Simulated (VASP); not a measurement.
Set up this calculation in VASP 6.6.1, as the native input.

- Task: single point
- Functional: PBE
- Potentials or basis: VASP PAW PBE potentials, release 64 (Ca_sv, Zr_sv)
- Cutoff: 520 eV
- k mesh: 4 × 4 × 4
- Occupations: gaussian, width 0.1 eV
- Spin: no spin polarisation
- Dipole correction: no
- Further INCAR settings: ALGO = Normal; EDIFF = 1e-06; NBANDS = 41

The structure of Ca2Zr lies in POSCAR:

```
Ca2Zr
1.0
    0.0000000000      4.1852070506      4.1852070506
    4.1852070506      0.0000000000      4.1852070506
    4.1852070506      4.1852070506      0.0000000000
Ca Zr
4 2
Direct
    0.6250000000      0.6250000000      0.6250000000
    0.1250000000      0.6250000000      0.6250000000
    0.6250000000      0.6250000000      0.1250000000
    0.6250000000      0.1250000000      0.6250000000
    0.0000000000      0.0000000000      0.0000000000
    0.2500000000      0.2500000000      0.2500000000
```

These files were run (other wordings do the same):

INCAR

```
PREC     = Accurate       # precision mode
ENCUT    = 520            # plane-wave cutoff, eV
EDIFF    = 1E-6           # SCF threshold, eV
ISMEAR   = 0              # smearing method
SIGMA    = 0.1            # smearing width, eV
LREAL    = False          # projectors in reciprocal space
LASPH    = True           # aspherical terms in the spheres
NELM     = 60             # most SCF steps
ALGO     = Normal         # electronic algorithm
ISIF     = 2              # what is computed and relaxed
LWAVE    = False          # write WAVECAR
LCHARG   = True           # write CHGCAR
GGA      = PE             # functional
LELF     = True           # ELF
LVHAR    = True         
NBANDS   = 41             # bands
```

KPOINTS

```
regular mesh
0
Gamma
  4 4 4
```

Potentials or basis: VASP PAW PBE potentials, release 64 (Ca_sv, Zr_sv).

Launch:

```bash
$ cat potpaw_PBE.64/Ca_sv/POTCAR potpaw_PBE.64/Zr_sv/POTCAR > POTCAR
$ mpirun -np 1 vasp_std > vasp.out
```

Results of the run:

```
Pressure               : 12.9 GPa
Band gap on the k mesh : zero (band 32 reaches 5.82 eV, above the bottom of band 33 at 5.59 eV)
```

Wall time 70 s on 1 thread of AMD EPYC 7R43 64-Core Processor (Zen 3), with other jobs on the host, peak memory 0.29 GiB.
